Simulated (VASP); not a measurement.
# TiO2: single point with PBE

TiO2:

```xyz
6
Lattice="4.5059 0.0000 0.0000 0.0000 4.5059 0.0000 0.0000 0.0000 2.8988" Properties=species:S:1:pos:R:3 pbc="T T T"
Ti    0.0000    0.0000    1.4494
Ti    2.2530    2.2530    0.0000
O     1.3713    1.3713    1.4494
O     0.8817    3.6242    0.0000
O     3.6242    0.8817    0.0000
O     3.1347    3.1347    1.4494
```

```json
{
 "Program": "VASP 6.6.1",
 "Task": "single point",
 "Functional": "PBE",
 "Potentials or basis": "VASP PAW PBE potentials, release 64 (Ti_sv, O)",
 "Cutoff": "520 eV",
 "k mesh": "6 × 6 × 9",
 "Occupations": "fermi-dirac, width 0.05 eV",
 "Spin": "no spin polarisation",
 "Dipole correction": "no",
 "Further INCAR settings": "ALGO = Normal; EDIFF = 1e-07; NBANDS = 33"
}
```

| Property | Result |
| --- | --- |
| Pressure | 22.4 GPa |
| Largest force | 0.338 eV/Å |
| Band gap on the k mesh | 1.99 eV, direct |

Forces in eV/Å, atoms in the order of the input:
```
Ti   0.000  0.000  0.000
Ti   0.000  0.000  0.000
O   -0.239 -0.239  0.000
O    0.239 -0.239  0.000
O   -0.239  0.239  0.000
O    0.239  0.239  0.000
```

Stress tensor (GPa, compression positive):
```
21.10  0.00  0.00
 0.00 21.10  0.00
 0.00  0.00 24.87
```

Levels at points of the mesh, in eV from the valence-band top:
```csv
k point,band 21,band 22,band 23,band 24,band 25,band 26,band 27,band 28
"(0.00, 0.00, 0.00)",-0.69,-0.46,-0.46,0.00,1.99,2.32,2.58,2.69
"(0.50, 0.00, 0.00)",-1.70,-1.70,-0.80,-0.80,2.74,2.74,3.28,3.28
"(0.50, 0.50, 0.00)",-1.32,-1.32,-1.08,-1.08,2.04,2.04,2.71,2.71
```

Run time: 99 s on 1 thread of Intel(R) Xeon(R) Platinum 8259CL CPU @ 2.50GHz (Skylake/Cascade Lake), on a shared host, peak memory 0.22 GiB.

A k mesh can miss the band edges. As with any semilocal functional, this PBE gap is likely too small.
